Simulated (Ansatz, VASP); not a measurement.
Two plane-wave programs on NaCu

```
Na Cu
1.0
     0.00000    2.93376    2.93376
     2.93376    0.00000    2.93376
     2.93376    2.93376    0.00000
Na Cu
1 1
Cartesian
  0.0000 0.0000 0.0000
  2.9338 2.9338 2.9338
```

Alike in both runs: functional PBE; k mesh 6 × 6 × 6; occupations gaussian, width 0.1 eV; no spin polarisation.

Ansatz relaxed the structure, and its values are those at the end. VASP's run is a single point on that final structure, the one shown.

|  | VASP | Ansatz |
| --- | --- | --- |
| version | VASP 6.6.1 | Ansatz 0.2.0 |
| potentials or method | VASP PAW PBE potentials, release 64 (Na_pv, Cu), cutoff 600 eV | scalar-relativistic, plane waves, PAW |
| valence electrons in the cell | 18 | 28 |

```csv
,VASP,Ansatz,Ansatz less VASP
gap on the k mesh at the Fermi level (eV),none,none,-
pressure (GPa),0.1,0.1,-0.01
```

A gap of «none» marks a metal or a gap that the smearing closes. VASP's potentials hold 18 valence electrons a cell and Ansatz's 28, so a difference there can come from the potentials and not from the codes.
